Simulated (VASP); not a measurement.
# Rh (Fm-3m) in VASP: further runs

Runs on Rh. Level: PBEsol. Tasks: single point.

All numbers are computed with VASP 6.6.1; they aren't measurements. Logs are shortened: lines on timing, memory, paths and dates and some standing lists are left out, and cuts for length are marked.

## (1) The cell of the first run

Symmetry: Fm-3m, No. 225, cubic system. The conventional cell has a = 3.689 Å, b = 3.689 Å, c = 3.689 Å, α = 90.00°, β = 90.00°, γ = 90.00°. Rh (site symmetry m-3m) has 12 Rh at 2.61 Å within 3.4 Å.

## (2) Single point, PBEsol (strain -0.030 along x and y, -0.030 along z)

The input, INCAR:

```
SYSTEM = Rh
ALGO     = Fast           ! electronic algorithm
EDIFF    = 1E-6           ! SCF threshold, eV
ENCUT    = 520            ! plane-wave cutoff, eV
GGA      = PS             ! functional
ISIF     = 2              ! what is computed and relaxed
ISMEAR   = 0              ! smearing method
LASPH    = .TRUE.         ! aspherical terms in the spheres
LCHARG   = .TRUE.         ! write CHGCAR
LELF     = .TRUE.         ! ELF
LREAL    = .FALSE.        ! projectors in reciprocal space
LVHAR    = .TRUE.       
LWAVE    = .FALSE.        ! write WAVECAR
NBANDS   = 14             ! bands
NELM     = 60             ! most SCF steps
PREC     = Accurate       ! precision mode
SIGMA    = 0.15           ! smearing width, eV
```

The input, KPOINTS:

```
k-points
0
G
  22 22 22
  0 0 0
```

The input, POSCAR:

```
Rh
1.0
    0.0000000000      1.8445035000      1.8445035000
    1.8445035000      0.0000000000      1.8445035000
    1.8445035000      1.8445035000      0.0000000000
Rh
1
Direct
    0.0000000000      0.0000000000      0.0000000000
```

Potentials or basis: VASP PAW PBE potentials, release 64 (Rh_pv).

Command:

```console
$ cat potpaw_PBE.64/Rh_pv/POTCAR > POTCAR
$ mpirun -np 1 vasp_std > vasp.out
```

OUTCAR:

```text
SYSTEM = Rh
   EDIFF = 1E-6
   ENCUT = 520
   GGA = PS
   ISIF = 2
   ISMEAR = 0
   LASPH = .TRUE.
   LREAL = .FALSE.
   NELM = 60
   PREC = Accurate

 ion  position               nearest neighbor table
   1  0.000  0.000  0.000-

  LATTYP: Found a face centered cubic cell.
 ALAT       =     3.6890070000

  Lattice vectors:

 A1 = (   0.0000000000,   1.8445035000,   1.8445035000)
 A2 = (   1.8445035000,   0.0000000000,   1.8445035000)
 A3 = (   1.8445035000,   1.8445035000,   0.0000000000)

Analysis of symmetry for initial positions (statically):
=====================================================================
 Subroutine PRICEL returns:
 Original cell was already a primitive cell.

 Routine SETGRP: Setting up the symmetry group for a
 face centered cubic supercell.

 Subroutine GETGRP returns: Found 48 space group operations
 (whereof 48 operations were pure point group operations)
 out of a pool of 48 trial point group operations.

The static configuration has the point symmetry O_h .

Analysis of symmetry for dynamics (positions and initial velocities):
=====================================================================
 Subroutine PRICEL returns:
 Original cell was already a primitive cell.

 Routine SETGRP: Setting up the symmetry group for a
 face centered cubic supercell.

 Subroutine GETGRP returns: Found 48 space group operations
 (whereof 48 operations were pure point group operations)
 out of a pool of 48 trial point group operations.

The dynamic configuration has the point symmetry O_h .

 Subroutine INISYM returns: Found 48 space group operations
 (whereof 48 operations are pure point group operations),
 and found     1 'primitive' translations

----------------------------------------------------------------------------------------

                                     Primitive cell

  volume of cell :      12.5507

  direct lattice vectors                    reciprocal lattice vectors
     0.000000000  1.844503500  1.844503500    -0.271075658  0.271075658  0.271075658
     1.844503500  0.000000000  1.844503500     0.271075658 -0.271075658  0.271075658
     1.844503500  1.844503500  0.000000000     0.271075658  0.271075658 -0.271075658

  length of vectors
     2.608521866  2.608521866  2.608521866     0.469516812  0.469516812  0.469516812

  position of ions in fractional coordinates (direct lattice)
     0.000000000  0.000000000  0.000000000

  ion indices of the primitive-cell ions
   primitive index   ion index
                 1           1

----------------------------------------------------------------------------------------

 KPOINTS: k-points

Automatic generation of k-mesh.
 Grid dimensions read from file:
 generate k-points for:   22   22   22

 Generating k-lattice:

  Cartesian coordinates                     Fractional coordinates (reciprocal lattice)
    -0.012321621  0.012321621  0.012321621     0.045454545  0.000000000  0.000000000
     0.012321621 -0.012321621  0.012321621     0.000000000  0.045454545  0.000000000
     0.012321621  0.012321621 -0.012321621     0.000000000  0.000000000  0.045454545

  Length of vectors
     0.021341673  0.021341673  0.021341673

  Shift w.r.t. Gamma in fractional coordinates (k-lattice)
     0.000000000  0.000000000  0.000000000

 Subroutine IBZKPT returns following result:
 ===========================================

 Found    328 irreducible k-points:

 Following reciprocal coordinates:
            Coordinates               Weight
  0.000000  0.000000  0.000000      1.000000
  0.045455  0.000000  0.000000      8.000000
  0.090909  0.000000  0.000000      8.000000
  0.136364  0.000000  0.000000      8.000000
  0.181818  0.000000  0.000000      8.000000
  0.227273  0.000000  0.000000      8.000000
[... 16 lines left out ...]
  0.500000  0.045455  0.000000     24.000000
 -0.454545  0.045455  0.000000     24.000000
 [... further k-points ...]
   k-points           NKPTS =    328   k-points in BZ     NKDIM =    328   number of bands    NBANDS=     14
   number of dos      NEDOS =    301   number of ions     NIONS =      1
   total plane-waves  NPLWV =   8000
   dimension x,y,z NGX =    20 NGY =   20 NGZ =   20
   dimension x,y,z NGXF=    40 NGYF=   40 NGZF=   40
   ions per type =               1
   NGX,Y,Z   is equivalent  to a cutoff of  12.75, 12.75, 12.75 a.u.
   NGXF,Y,Z  is equivalent  to a cutoff of  25.49, 25.49, 25.49 a.u.
 SYSTEM =  Rh
   PREC   = accura    normal or accurate (medium, high low for compatibility)
   ISTART =      0    job   : 0-new  1-cont  2-samecut
   ICHARG =      2    charge: 1-file 2-atom 10-const
   ISPIN  =      1    spin polarized calculation?
   LNONCOLLINEAR =      F non collinear calculations
   LSORBIT =      F    spin-orbit coupling
   LASPH  =      T    aspherical Exc in radial PAW
   ENCUT  =  520.0 eV  38.22 Ry    6.18 a.u.   4.85  4.85  4.85*2*pi/ulx,y,z
   NELM   =     60;   NELMIN=  2; NELMDL= -5     # of ELM steps
   EDIFF  = 0.1E-05   stopping-criterion for ELM
   LREAL  =      F    real-space projection
   EDIFFG = 0.1E-04   stopping-criterion for IOM
   NSW    =      0    number of steps for IOM
   IBRION =     -1    ionic relax: 0-MD 1-quasi-New 2-CG
   NFREE  =      0    steps in history (QN), initial steepest desc. (CG)
   ISIF   =      2    stress and relaxation
   ISYM   =      2    0-nonsym 1-usesym 2-fastsym
   POTIM  = 0.5000    time-step for ionic-motion
   TEBEG  =    0.0;   TEEND  =   0.0 temperature during run
   PSTRESS=    0.0 pullay stress
   NELECT =      15.0000    total number of electrons
   NUPDOWN=      -1.0000    fix difference up-down
   EMIN   =  10.00;   EMAX   =-10.00  energy-range for DOS
   EFERMI =   0.00;   METHOD = LEGACY
   ISMEAR =     0;   SIGMA  =   0.15  broadening in eV -4-tet -1-fermi 0-gaus
   EFERMI_NEDOS =   21; number of points for ismear=-14 and -15
   IALGO  =     68    algorithm
   IMIX   =      4    mixing-type and parameters
     AMIX     =   0.40;   BMIX     =  1.00
     AMIX_MAG =   1.60;   BMIX_MAG =  1.00
  volume/ion in A,a.u.               =      12.55        84.70
  Fermi-wavevector in a.u.,A,eV,Ry     =   1.737330  3.283079 41.066698  3.018317
  Thomas-Fermi vector in A             =   2.810575
   LORBIT       =      0    0 simple, 1 ext, 2 COOP (PROOUT), +10 PAW based schemes
   GGA     = PS    functional components
   LHFCALC =     F    Hartree Fock is set to
   AEXX    =    0.0000 exact exchange contribution
   IVDW    =     0    specifies the selected vdW correction
   LEPSILON=     F    determine dielectric tensor
   LRPA    =     F    only Hartree local field effects (RPA)
 non-spin polarized calculation
 RMM-DIIS sequential band-by-band and
 Gauss-broadening in eV      SIGMA  =   0.15
  energy-cutoff  :      520.00
  volume of cell :       12.55
 maximum number of plane-waves:       349
   NGX =  9   NGY =  9   NGZ =  9

 number of electron      14.9999995 magnetization

 Free energy of the ion-electron system (eV)
  ---------------------------------------------------
  ext. energy  EPLUGINS =         0.00000000
  ---------------------------------------------------
  free energy    TOTEN  =        -8.07268200 eV

  energy without entropy =       -8.05971725  energy(sigma->0) =       -8.06619963

 E-fermi :  13.5117     XC(G=0): -14.8135

 val. band max:       13.5108565585   @ k =   0.3182   0.1818   0.0455
 cond. band min:      13.5133901423   @ k =   0.3636   0.0000   0.0000
 fundamental gap:      0.0025335838
 Fermi energy:        13.5117033789

 k-point     1 :       0.0000    0.0000    0.0000
  band No.  band energies     occupation
      1     -32.9803      2.00000
      2     -32.9803      2.00000
      3     -32.9803      2.00000
      4       4.7685      2.00000
      5       9.9478      2.00000
      6       9.9478      2.00000
      7       9.9478      2.00000
      8      12.3851      2.00000
      9      12.3851      2.00000
     10      29.3301      0.00000
     11      33.6186      0.00000
     12      35.3138      0.00000
     13      35.3138      0.00000
     14      35.3138      0.00000

 k-point     2 :       0.0455    0.0000    0.0000
  band No.  band energies     occupation
      1     -33.0016      2.00000
      2     -32.9831      2.00000
      3     -32.9831      2.00000
      4       4.8604      2.00000
      5       9.9031      2.00000
      6       9.9856      2.00000
      7       9.9856      2.00000
      8      12.3619      2.00000
      9      12.3619      2.00000
     10      29.4761      0.00000
     11      33.6178      0.00000
     12      34.8168      0.00000
     13      35.4567      0.00000
     14      35.4567      0.00000

 k-point     3 :       0.0909    0.0000    0.0000
  band No.  band energies     occupation
      1     -33.0636      2.00000
      2     -32.9913      2.00000
      3     -32.9913      2.00000
      4       5.1273      2.00000
      5       9.7844      2.00000
      6      10.0897      2.00000
      7      10.0897      2.00000
      8      12.3045      2.00000
      9      12.3045      2.00000
     10      29.8876      0.00000
     11      33.5900      0.00000
     12      33.7260      0.00000
     13      35.8771      0.00000
     14      35.8771      0.00000

 k-point     4 :       0.1364    0.0000    0.0000
  band No.  band energies     occupation
      1     -33.1606      2.00000
      2     -33.0041      2.00000
      3     -33.0041      2.00000
      4       5.5391      2.00000
      5       9.6383      2.00000
      6      10.2289      2.00000
      7      10.2289      2.00000
      8      12.2517      2.00000
      9      12.2517      2.00000
     10      30.4783      0.00000
     11      32.3909      0.00000
     12      33.6231      0.00000
     13      36.5502      0.00000
     14      36.5502      0.00000

 k-point     5 :       0.1818    0.0000    0.0000
  band No.  band energies     occupation
      1     -33.2840      2.00000
      2     -33.0206      2.00000
      3     -33.0206      2.00000
      4       6.0299      2.00000
      5       9.5501      2.00000
      6      10.3467      2.00000
      7      10.3467      2.00000
      8      12.2683      2.00000
      9      12.2683      2.00000
     10      31.0279      0.00000
     11      31.1271      0.00000
[... 276 lines left out ...]
 k-point    22 :       0.4545    0.0455    0.0000
  band No.  band energies     occupation
      1     -33.9459      2.00000
      2     -33.1214      2.00000
      3     -33.1207      2.00000
      4       6.6508      2.00000
      5       9.8224      2.00000
      6       9.9729      2.00000
      7      12.8052      2.00000
      8      14.1455      0.00000
      9      14.7008      0.00000
     10      23.7605      0.00000
     11      29.2144      0.00000
     12      33.6224      0.00000
     13      35.5678      0.00000
     14      35.9202      0.00000

 k-point    23 :       0.5000    0.0455    0.0000
  band No.  band energies     occupation
      1     -33.9776      2.00000
      2     -33.1298      2.00000
      3     -33.1216      2.00000
      4       6.6104      2.00000
      5       9.7862      2.00000
      6       9.9214      2.00000
      7      13.1590      1.99912
      8      14.2031      0.00000
      9      15.1059      0.00000
     10      23.1201      0.00000
     11      29.0239      0.00000
     12      33.6223      0.00000
     13      35.3845      0.00000
     14      35.4275      0.00000

 k-point    24 :      -0.4545    0.0455    0.0000
  band No.  band energies     occupation
      1     -33.9712      2.00000
      2     -33.1326      2.00000
      3     -33.1169      2.00000
      4       6.6197      2.00000
      5       9.8046      2.00000
      6       9.9203      2.00000
      7      13.1315      1.99966
      8      14.0876      0.00000
      9      15.0749      0.00000
     10      23.2585      0.00000
     11      29.0615      0.00000
     12      33.6222      0.00000
     13      35.2507      0.00000
     14      35.7083      0.00000

 [... further k-points ...]
[... 5 lines left out ...]
  --------------------------------------------------------------------------------------
  -------------------------------------------------------------------------------------
  Total        2.0350691      2.0350691      2.0350691      0.0000000      0.0000000     -0.0000000
  in kB      259.7893216    259.7893216    259.7893216      0.0000000      0.0000000     -0.0000000
  external PRESSURE =     259.7893216 kB  Pullay stress =       0.0000000 kB

 VOLUME and BASIS-vectors are now :
 -----------------------------------------------------------------------------
  energy-cutoff  :      520.00
  volume of cell :       12.55
      direct lattice vectors                 reciprocal lattice vectors
     0.000000000  1.844503500  1.844503500    -0.271075658  0.271075658  0.271075658
     1.844503500  0.000000000  1.844503500     0.271075658 -0.271075658  0.271075658
     1.844503500  1.844503500  0.000000000     0.271075658  0.271075658 -0.271075658

 POSITION                                       TOTAL-FORCE (eV/Angst)
 -----------------------------------------------------------------------------------
      0.00000      0.00000      0.00000         0.000000      0.000000      0.000000
 -----------------------------------------------------------------------------------
    total drift:                                0.000000     -0.000000      0.000000

  FREE ENERGIE OF THE ION-ELECTRON SYSTEM (eV)
  ---------------------------------------------------
  free  energy   TOTEN  =        -8.0726820014 eV

  energy  without entropy=       -8.0597172510  energy(sigma->0) =       -8.06619963
```

Run time: 20 s. Hardware: 1 thread of Intel Xeon 6975P-C (Granite Rapids), shared host; peak memory 0.17 GiB.

What came out:

```
Free energy : -8.0727 eV
Pressure    : 26.0 GPa
```

Levels at points of the mesh, in eV from the Fermi level:
```tsv
k point	band 4	band 5	band 6	band 7	band 8	band 9	band 10	band 11
(0.00, 0.00, 0.00)	-8.74	-3.56	-3.56	-3.56	-1.13	-1.13	15.82	20.11
(0.50, 0.00, 0.00)	-6.97	-3.66	-3.66	0.56	0.69	0.69	9.59	15.37
(0.50, 0.50, 0.00)	-7.27	-6.86	0.66	1.17	1.17	3.32	13.45	13.77
```

Caveat: the cell differs from its parent crystal (strain -0.030 along x and y, -0.030 along z); the PAW data sets were made with another functional, which shifts forces and pressure a little.

## (3) Single point, PBEsol (strain -0.015 along x and y, -0.015 along z)

The input, INCAR:

```
SYSTEM = Rh
PREC = Accurate
ENCUT = 520
EDIFF = 1E-6
ISMEAR = 0
SIGMA = 0.15
LREAL = .False.
LASPH = .True.
NELM = 100
ALGO = Normal
ISIF = 2
LWAVE = .False.
LCHARG = .True.
GGA = PS
LELF = .True.
LVHAR = .True.
NBANDS = 14
```

The input, KPOINTS:

```
regular mesh
0
Gamma
  22 22 22
  0 0 0
```

The input, POSCAR:

```
Rh
1.0
    0.0000000000      1.8730267500      1.8730267500
    1.8730267500      0.0000000000      1.8730267500
    1.8730267500      1.8730267500      0.0000000000
Rh
1
Direct
    0.0000000000      0.0000000000      0.0000000000
```

Potentials or basis: VASP PAW PBE potentials, release 64 (Rh_pv).

Command:

```console
$ cat potpaw_PBE.64/Rh_pv/POTCAR > POTCAR
$ mpirun -np 1 vasp_std > vasp.out
```

Run time: 18 s. Hardware: 1 thread of Intel Xeon 6975P-C (Granite Rapids), shared host; peak memory 0.17 GiB.

It converged, with:

```yaml
Free_energy: -8.1356 eV
Pressure: 8.6 GPa
```

Levels at points of the mesh, in eV from the Fermi level:
| k point | band 3 | band 4 | band 5 | band 6 | band 7 | band 8 | band 9 | band 10 | band 11 | band 12 |
| --- | --- | --- | --- | --- | --- | --- | --- | --- | --- | --- |
| (0.00, 0.00, 0.00) | -46.41 | -8.39 | -3.32 | -3.32 | -3.32 | -1.05 | -1.05 | 15.89 | 20.24 | 21.60 |
| (0.50, 0.00, 0.00) | -46.53 | -6.55 | -3.40 | -3.40 | 0.61 | 0.63 | 0.63 | 9.07 | 15.41 | 20.24 |
| (0.50, 0.50, 0.00) | -46.73 | -6.79 | -6.40 | 0.61 | 1.08 | 1.08 | 3.24 | 12.82 | 13.50 | 13.50 |

Caveat: the cell differs from its parent crystal (strain -0.015 along x and y, -0.015 along z); the PAW data sets were made with another functional, which shifts forces and pressure a little.
